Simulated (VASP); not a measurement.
# Ti (Fm-3m) in VASP: settings compared

Ti is run at these levels: HSE06, PBE-based screened hybrid with 25 % exact exchange, B3LYP, LDA; tasks: single point.

All numbers are computed with VASP 6.6.1; they aren't measurements. Logs are shortened: lines on timing, memory, paths and dates and some standing lists are left out, and cuts for length are marked.

## (1) The cell of the first run

The structure is cubic, space group Fm-3m (No. 225). The conventional cell has a = 4.104 Å, b = 4.104 Å, c = 4.104 Å, α = 90.00°, β = 90.00°, γ = 90.00°. Ti (site symmetry m-3m) has 12 Ti at 2.90 Å within 3.8 Å.

This isn't the form of Ti at room conditions, which is hcp.

## (2) Single point, HSE06

POSCAR reads:

```
Ti
1.0
    0.0000000000      2.0520485123      2.0520485123
    2.0520485123      0.0000000000      2.0520485123
    2.0520485123      2.0520485123      0.0000000000
Ti
1
Direct
    0.0000000000      0.0000000000      0.0000000000
```

INCAR.step1 reads:

```
PREC     = Accurate       # precision mode
ENCUT    = 520            # plane-wave cutoff, eV
EDIFF    = 1E-5           # SCF threshold, eV
ISMEAR   = -1             # smearing method
SIGMA    = 0.05           # smearing width, eV
LREAL    = False          # projectors in reciprocal space
LASPH    = True           # aspherical terms in the spheres
NELM     = 100            # most SCF steps
ALGO     = Normal         # electronic algorithm
ISIF     = 2              # what is computed and relaxed
LWAVE    = True           # write WAVECAR
LCHARG   = False          # write CHGCAR
NBANDS   = 12             # bands
GGA      = PE             # functional
```

INCAR.step2 reads:

```
PREC     = Accurate       # precision mode
ENCUT    = 520            # plane-wave cutoff, eV
EDIFF    = 1E-6           # SCF threshold, eV
ISMEAR   = -1             # smearing method
SIGMA    = 0.05           # smearing width, eV
LREAL    = False          # projectors in reciprocal space
LASPH    = True           # aspherical terms in the spheres
NELM     = 100            # most SCF steps
ALGO     = Normal         # electronic algorithm
ISIF     = 2              # what is computed and relaxed
LWAVE    = False          # write WAVECAR
LCHARG   = False          # write CHGCAR
GGA      = PE             # functional
LHFCALC  = True           # exact exchange
HFSCREEN = 0.2079         # screening, 1/A
PRECFOCK = Normal       
NBANDS   = 12             # bands
ISTART   = 1
```

KPOINTS reads:

```
regular mesh
0
Gamma
  6 6 6
```

Potentials or basis: VASP PAW PBE potentials, release 64 (Ti_sv).

The run is started by

```sh
cat potpaw_PBE.64/Ti_sv/POTCAR > POTCAR
cp INCAR.step1 INCAR
mpirun -np 1 vasp_std > vasp.out
cp INCAR.step2 INCAR
mpirun -np 1 vasp_std > vasp.out
```

OUTCAR:

```text
PREC = Accurate
   ENCUT = 520
   EDIFF = 1E-6
   ISMEAR = -1
   LREAL = False
   LASPH = True
   NELM = 100
   ISIF = 2
   GGA = PE
   LHFCALC = True
   HFSCREEN = 0.2079
   PRECFOCK = Normal
   ISTART = 1

 ion  position               nearest neighbor table
   1  0.000  0.000  0.000-

  LATTYP: Found a face centered cubic cell.
 ALAT       =     4.1040970246

  Lattice vectors:

 A1 = (   0.0000000000,   2.0520485123,   2.0520485123)
 A2 = (   2.0520485123,   0.0000000000,   2.0520485123)
 A3 = (   2.0520485123,   2.0520485123,   0.0000000000)

Analysis of symmetry for initial positions (statically):
=====================================================================
 Subroutine PRICEL returns:
 Original cell was already a primitive cell.

 Routine SETGRP: Setting up the symmetry group for a
 face centered cubic supercell.

 Subroutine GETGRP returns: Found 48 space group operations
 (whereof 48 operations were pure point group operations)
 out of a pool of 48 trial point group operations.

The static configuration has the point symmetry O_h .

Analysis of symmetry for dynamics (positions and initial velocities):
=====================================================================
 Subroutine PRICEL returns:
 Original cell was already a primitive cell.

 Routine SETGRP: Setting up the symmetry group for a
 face centered cubic supercell.

 Subroutine GETGRP returns: Found 48 space group operations
 (whereof 48 operations were pure point group operations)
 out of a pool of 48 trial point group operations.

The dynamic configuration has the point symmetry O_h .

 Subroutine INISYM returns: Found 48 space group operations
 (whereof 48 operations are pure point group operations),
 and found     1 'primitive' translations

----------------------------------------------------------------------------------------

                                     Primitive cell

  volume of cell :      17.2820

  direct lattice vectors                    reciprocal lattice vectors
     0.000000000  2.052048512  2.052048512    -0.243658957  0.243658957  0.243658957
     2.052048512  0.000000000  2.052048512     0.243658957 -0.243658957  0.243658957
     2.052048512  2.052048512  0.000000000     0.243658957  0.243658957 -0.243658957
[... 84 lines left out ...]
   NELECT =      12.0000    total number of electrons
   NUPDOWN=      -1.0000    fix difference up-down
   EMIN   =  10.00;   EMAX   =-10.00  energy-range for DOS
   EFERMI =   0.00;   METHOD = LEGACY
   ISMEAR =    -1;   SIGMA  =   0.05  broadening in eV -4-tet -1-fermi 0-gaus
   EFERMI_NEDOS =   21; number of points for ismear=-14 and -15
   IALGO  =     38    algorithm
   IMIX   =      1    mixing-type and parameters
     AMIX     =   0.40;   BMIX     =  1.00
     AMIX_MAG =   1.60;   BMIX_MAG =  1.00
  volume/ion in A,a.u.               =      17.28       116.62
  Fermi-wavevector in a.u.,A,eV,Ry     =   1.449676  2.739490 28.593468  2.101561
  Thomas-Fermi vector in A             =   2.567375
   LORBIT       =      0    0 simple, 1 ext, 2 COOP (PROOUT), +10 PAW based schemes
   GGA     = PE    functional components
   LHFCALC =     T    Hartree Fock is set to
   PRECFOCK=normal    Normal, Fast or Accurate (Low or Medium for compatibility)
   ENCUT4O =  -1.0   cutoff for four orbital integrals eV
   NKREDX  =     1    reduce k-point grid by
   NKREDY  =     1    reduce k-point grid by
   NKREDZ  =     1    reduce k-point grid by
   AEXX    =    0.2500 exact exchange contribution
   HFSCREEN=    0.2079 screening length (either q_TF or 0.3 A-1)
   HFSCREENC=   0.2079 screening length for correlation (either q_TF or 0.3 A-1)
   ENCUTFOCK=  -1.0 apply spherical cutoff to Coloumb kernel
   IVDW    =     0    specifies the selected vdW correction
   LEPSILON=     F    determine dielectric tensor
   LRPA    =     F    only Hartree local field effects (RPA)
 non-spin polarized calculation
  energy-cutoff  :      520.00
  volume of cell :       17.28
 maximum number of plane-waves:       483
 NGX is ok and might be reduce to    24
  NGX = 18; NGY = 18; NGZ = 18

 number of electron      12.0000003 magnetization

 Free energy of the ion-electron system (eV)
  ---------------------------------------------------
  ext. energy  EPLUGINS =         0.00000000
  ---------------------------------------------------
  free energy    TOTEN  =        -9.38255240 eV

  energy without entropy =       -9.37196579  energy(sigma->0) =       -9.37725909

 E-fermi :   8.2772     XC(G=0):  -9.4858

 val. band max:        8.2034579555   @ k =  -0.1667   0.1667   0.0000
 cond. band min:       8.3748710332   @ k =  -0.3333   0.3333   0.0000
 fundamental gap:      0.1714130777
 Fermi energy:         8.2772172200

 k-point     1 :       0.0000    0.0000    0.0000
  band No.  band energies     occupation
      1     -53.3373      2.00000
      2     -27.5097      2.00000
      3     -27.5097      2.00000
      4     -27.5097      2.00000
      5       0.9207      2.00000
      6       9.6714      0.00000
      7       9.6714      0.00000
      8       9.6715      0.00000
      9      11.8225      0.00000
     10      11.8225      0.00000
     11      24.3182      0.00000
     12      29.0778      0.00000
[... 211 lines left out ...]
 k-point    16 :      -0.3333    0.5000    0.1667
  band No.  band energies     occupation
      1     -53.1608      2.00000
      2     -28.0814      2.00000
      3     -27.8613      2.00000
      4     -27.7596      2.00000
      5       6.1582      2.00000
      6       6.8222      2.00000
      7       8.9282      0.00000
      8      11.7329      0.00000
      9      12.9780      0.00000
     10      15.7772      0.00000
     11      19.1215      0.00000
     12      19.7630      0.00000

------------------------ aborting loop because EDIFF is reached ----------------------------------------

  FORCE on cell =-STRESS in cart. coord.  units (eV):
  Direction    XX          YY          ZZ          XY          YZ          ZX
  --------------------------------------------------------------------------------------
  -------------------------------------------------------------------------------------
  Total       -0.0603035     -0.0603035     -0.0603035      0.0000000     -0.0000000     -0.0000000
  in kB       -5.5906245     -5.5906245     -5.5906245      0.0000000     -0.0000000     -0.0000000
  external PRESSURE =      -5.5906245 kB  Pullay stress =       0.0000000 kB

 VOLUME and BASIS-vectors are now :
 -----------------------------------------------------------------------------
  energy-cutoff  :      520.00
  volume of cell :       17.28
      direct lattice vectors                 reciprocal lattice vectors
     0.000000000  2.052048512  2.052048512    -0.243658957  0.243658957  0.243658957
     2.052048512  0.000000000  2.052048512     0.243658957 -0.243658957  0.243658957
     2.052048512  2.052048512  0.000000000     0.243658957  0.243658957 -0.243658957

 POSITION                                       TOTAL-FORCE (eV/Angst)
 -----------------------------------------------------------------------------------
      0.00000      0.00000      0.00000         0.000000     -0.000000     -0.000000
 -----------------------------------------------------------------------------------
    total drift:                               -0.000000     -0.000000     -0.000000

  FREE ENERGIE OF THE ION-ELECTRON SYSTEM (eV)
  ---------------------------------------------------
  free  energy   TOTEN  =        -9.3825523960 eV

  energy  without entropy=       -9.3719657875  energy(sigma->0) =       -9.37725909
```

OUTCAR.step1:

```text
PREC = Accurate
   ENCUT = 520
   EDIFF = 1E-5
   ISMEAR = -1
   LREAL = False
[... 445 lines left out ...]

 POSITION                                       TOTAL-FORCE (eV/Angst)
 -----------------------------------------------------------------------------------
      0.00000      0.00000      0.00000        -0.000000     -0.000000     -0.000000
 -----------------------------------------------------------------------------------
    total drift:                               -0.000000      0.000000      0.000000

  FREE ENERGIE OF THE ION-ELECTRON SYSTEM (eV)
  ---------------------------------------------------
  free  energy   TOTEN  =        -7.7825772036 eV

  energy  without entropy=       -7.7627218523  energy(sigma->0) =       -7.77264953
```

OSZICAR.step1:

```text
N       E                     dE             d eps       ncg     rms          rms(c)
DAV:   1     0.932122058772E+02    0.93212E+02   -0.65007E+03   384   0.119E+03
DAV:   2    -0.421780674218E+01   -0.97430E+02   -0.94628E+02   392   0.303E+02
DAV:   3    -0.869754986871E+01   -0.44797E+01   -0.44423E+01   500   0.695E+01
DAV:   4    -0.878836988277E+01   -0.90820E-01   -0.90747E-01   448   0.880E+00
DAV:   5    -0.879053924844E+01   -0.21694E-02   -0.21693E-02   464   0.117E+00    0.834E+00
DAV:   6    -0.779016051840E+01    0.10004E+01   -0.19823E+00   400   0.214E+01    0.221E+00
DAV:   7    -0.777339270139E+01    0.16768E-01   -0.95987E-02   472   0.377E+00    0.128E+00
DAV:   8    -0.778214962043E+01   -0.87569E-02   -0.36888E-02   400   0.233E+00    0.122E-01
DAV:   9    -0.778252901471E+01   -0.37939E-03   -0.31746E-03   460   0.592E-01    0.809E-02
DAV:  10    -0.778260043701E+01   -0.71422E-04   -0.18547E-04   428   0.154E-01    0.253E-02
DAV:  11    -0.778257717071E+01    0.23266E-04   -0.27665E-05   444   0.624E-02    0.677E-03
DAV:  12    -0.778257720364E+01   -0.32924E-07   -0.76872E-07   240   0.950E-03
   1 F= -.77825772E+01 E0= -.77726495E+01  d E =-.198554E-01
```

Run time: 9.2 min. Hardware: 1 thread of Intel Xeon Platinum 8488C (Sapphire Rapids), shared host; peak memory 0.25 GiB.

Results:

```yaml
Free_energy: -9.3826 eV
Pressure: -0.6 GPa
Band_gap_on_the_k_mesh: zero (bands 6 and 7 overlap by 1.47 eV)
```

Levels at points of the mesh, in eV from the Fermi level:
```
           k point  band 3  band 4  band 5  band 6  band 7  band 8  band 9  band 10
(0.00, 0.00, 0.00)  -35.79  -35.79   -7.36    1.39    1.39    1.39    3.55     3.55
(0.50, 0.00, 0.00)  -35.87  -35.87   -3.20    0.23    1.41    1.41    4.47     4.47
(0.50, 0.50, 0.00)  -36.03  -36.03   -2.97   -2.19    2.99    4.68    4.70     4.70
```

Caveat: the k points lie up to 0.44 Å⁻¹ apart, too coarse for converged energies and pressures of a metal; the PAW data sets were made with another functional, which shifts forces and pressure a little.

## (3) Single point, PBE-based screened hybrid with 25 % exact exchange

This run uses another cell than the first one, of 17.32 Å³/atom.

POSCAR reads:

```
Ti
1.0
    0.0000000000      2.0536900317      2.0536900317
    2.0536900317      0.0000000000      2.0536900317
    2.0536900317      2.0536900317      0.0000000000
Ti
1
Direct
    0.0000000000      0.0000000000      0.0000000000
```

INCAR.step1 reads:

```
PREC = Accurate
ENCUT = 520
EDIFF = 1E-5
ISMEAR = -1
SIGMA = 0.05
LREAL = F
LASPH = T
NELM = 60
ALGO = Normal
ISIF = 2
LWAVE = T
GGA = PE
NBANDS = 12
```

INCAR.step2 reads:

```
PREC = Accurate
ENCUT = 520
EDIFF = 1E-6
ISMEAR = -1
SIGMA = 0.05
LREAL = F
LASPH = T
NELM = 60
ALGO = Normal
ISIF = 2
LWAVE = F
LCHARG = T
GGA = PE
LHFCALC = T
AEXX = 0.25
HFSCREEN = 0.3
PRECFOCK = Normal
LELF = T
LVHAR = T
ISTART = 1
NBANDS = 12
```

KPOINTS reads:

```
Automatic mesh
0
Gamma
  6 6 6
```

Potentials or basis: VASP PAW PBE potentials, release 64 (Ti_sv).

The run is started by

```sh
cat potpaw_PBE.64/Ti_sv/POTCAR > POTCAR
cp INCAR.step1 INCAR
mpirun -np 1 vasp_std > vasp.out
cp INCAR.step2 INCAR
mpirun -np 1 vasp_std > vasp.out
```

It took 11 min on 1 thread of Intel Xeon Platinum 8488C (Sapphire Rapids), shared host; peak memory 0.25 GiB.

Results (log left out):

| Property | Result |
| --- | --- |
| Free energy | -9.0601 eV |
| Pressure | -0.5 GPa |
| Band gap on the k mesh | zero (bands 6 and 7 overlap by 1.34 eV) |

Levels at points of the mesh, in eV from the Fermi level:
```csv
k point,band 3,band 4,band 5,band 6,band 7,band 8,band 9,band 10
"(0.00, 0.00, 0.00)",-35.61,-35.61,-7.16,1.25,1.25,1.25,3.36,3.36
"(0.50, 0.00, 0.00)",-35.69,-35.69,-3.05,0.28,1.26,1.26,4.31,4.31
"(0.50, 0.50, 0.00)",-35.85,-35.85,-2.84,-2.04,2.86,4.49,4.53,4.53
```

Caveat: the k points lie up to 0.44 Å⁻¹ apart, too coarse for converged energies and pressures of a metal; the PAW data sets were made with another functional, which shifts forces and pressure a little.

## (4) Single point, B3LYP

This run uses another cell than the first one, of 17.54 Å³/atom.

POSCAR reads:

```
Ti
1.0
    0.0000000000      2.0620951684      2.0620951684
    2.0620951684      0.0000000000      2.0620951684
    2.0620951684      2.0620951684      0.0000000000
Ti
1
Direct
    0.0000000000      0.0000000000      0.0000000000
```

INCAR.step1 reads:

```
SYSTEM = Ti
PREC = Accurate
ENCUT = 520
EDIFF = 1E-5
ISMEAR = -1
SIGMA = 0.05
LREAL = .False.
LASPH = .True.
NELM = 80
ALGO = Normal
ISIF = 2
LWAVE = .True.
LCHARG = .False.
GGA = PE
NBANDS = 12
```

INCAR.step2 reads:

```
SYSTEM = Ti
PREC = Accurate
ENCUT = 520
EDIFF = 1E-6
ISMEAR = -1
SIGMA = 0.05
LREAL = .False.
LASPH = .True.
NELM = 80
ALGO = Normal
ISIF = 2
LWAVE = .False.
LCHARG = .False.
GGA = B3
LHFCALC = .True.
AEXX = 0.2
AGGAX = 0.72
AGGAC = 0.81
ALDAC = 0.19
PRECFOCK = Normal
ISTART = 1
NBANDS = 12
```

KPOINTS reads:

```
regular mesh
0
Gamma
  6 6 6
  0 0 0
```

Potentials or basis: VASP PAW PBE potentials, release 64 (Ti_sv).

The run is started by

```sh
cat potpaw_PBE.64/Ti_sv/POTCAR > POTCAR
cp INCAR.step1 INCAR
mpirun -np 1 vasp_std > vasp.out
cp INCAR.step2 INCAR
mpirun -np 1 vasp_std > vasp.out
```

OUTCAR:

```text
SYSTEM = Ti
   PREC = Accurate
   ENCUT = 520
   EDIFF = 1E-6
   ISMEAR = -1
   LREAL = .False.
   LASPH = .True.
   NELM = 80
   ISIF = 2
   GGA = B3
   LHFCALC = .True.
   AEXX = 0.2
   PRECFOCK = Normal
   ISTART = 1

 ion  position               nearest neighbor table
   1  0.000  0.000  0.000-

  LATTYP: Found a face centered cubic cell.
 ALAT       =     4.1241903368

  Lattice vectors:
[... 417 lines left out ...]
      8      11.8137      0.00000
      9      12.9890      0.00000
     10      15.9244      0.00000
     11      19.3059      0.00000
     12      19.8396      0.00000

------------------------ aborting loop because EDIFF is reached ----------------------------------------

  FORCE on cell =-STRESS in cart. coord.  units (eV):
  Direction    XX          YY          ZZ          XY          YZ          ZX
  --------------------------------------------------------------------------------------
  -------------------------------------------------------------------------------------
  Total       -0.0380569     -0.0380569     -0.0380569     -0.0000000     -0.0000000      0.0000000
  in kB       -3.4768636     -3.4768636     -3.4768636     -0.0000000     -0.0000000      0.0000000
  external PRESSURE =      -3.4768636 kB  Pullay stress =       0.0000000 kB

 VOLUME and BASIS-vectors are now :
 -----------------------------------------------------------------------------
  energy-cutoff  :      520.00
  volume of cell :       17.54
      direct lattice vectors                 reciprocal lattice vectors
     0.000000000  2.062095168  2.062095168    -0.242471835  0.242471835  0.242471835
     2.062095168  0.000000000  2.062095168     0.242471835 -0.242471835  0.242471835
     2.062095168  2.062095168  0.000000000     0.242471835  0.242471835 -0.242471835

 POSITION                                       TOTAL-FORCE (eV/Angst)
 -----------------------------------------------------------------------------------
      0.00000      0.00000      0.00000        -0.000000      0.000000      0.000000
 -----------------------------------------------------------------------------------
    total drift:                                0.000000      0.000000     -0.000000

  FREE ENERGIE OF THE ION-ELECTRON SYSTEM (eV)
  ---------------------------------------------------
  free  energy   TOTEN  =        -8.8880739437 eV

  energy  without entropy=       -8.8819451072  energy(sigma->0) =       -8.88500953
```

OUTCAR.step1:

```text
SYSTEM = Ti
   PREC = Accurate
   ENCUT = 520
   EDIFF = 1E-5
   ISMEAR = -1
   LREAL = .False.
[... 447 lines left out ...]
 -----------------------------------------------------------------------------------
      0.00000      0.00000      0.00000        -0.000000     -0.000000     -0.000000
 -----------------------------------------------------------------------------------
    total drift:                                0.000000      0.000000     -0.000000

  FREE ENERGIE OF THE ION-ELECTRON SYSTEM (eV)
  ---------------------------------------------------
  free  energy   TOTEN  =        -7.7828642913 eV

  energy  without entropy=       -7.7629298264  energy(sigma->0) =       -7.77289706
```

Wall time 8.2 min (1 thread of Intel Xeon Platinum 8488C (Sapphire Rapids), shared host); peak memory 0.15 GiB.

Results:

```yaml
Free_energy: -8.8881 eV
Pressure: -0.3 GPa
Band_gap_on_the_k_mesh: zero (bands 6 and 7 overlap by 1.73 eV)
```

Caveat: the k points lie up to 0.44 Å⁻¹ apart, too coarse for converged energies and pressures of a metal; the PAW data sets were made with another functional, which shifts forces and pressure a little.

[end of part 1 of 2]
